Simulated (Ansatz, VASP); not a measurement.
## Two plane-wave programs on SrCl2

```
Sr Cl
1.0
     0.00000    3.49772    3.49772
     3.49772    0.00000    3.49772
     3.49772    3.49772    0.00000
Sr Cl
1 2
Direct
  0.00000 0.00000 0.00000
  0.25000 0.25000 0.25000
  0.75000 0.75000 0.75000
```

Alike in both runs: task single point; functional PBE; dispersion D4; k mesh 4 × 4 × 4; no spin polarisation.

|  | VASP | Ansatz |
| --- | --- | --- |
| version | VASP 6.6.1 | Ansatz 0.2.0 |
| potentials or method | VASP PAW PBE potentials, release 64 (Sr_sv, Cl) | plane waves |
| plane-wave cutoff (eV) | 520 | 420 |
| occupations | gaussian, width 0.01 eV | fixed |
| valence electrons in the cell | 24 | 24 |

Ansatz gave:

```
gap on the k mesh at the Fermi level (eV) : 5.31
pressure (GPa)                            : -0.4
```

**Question.** Estimate VASP's values.

**Answer.** gap on the k mesh at the Fermi level (eV): 5.31; pressure (GPa): -0.3.
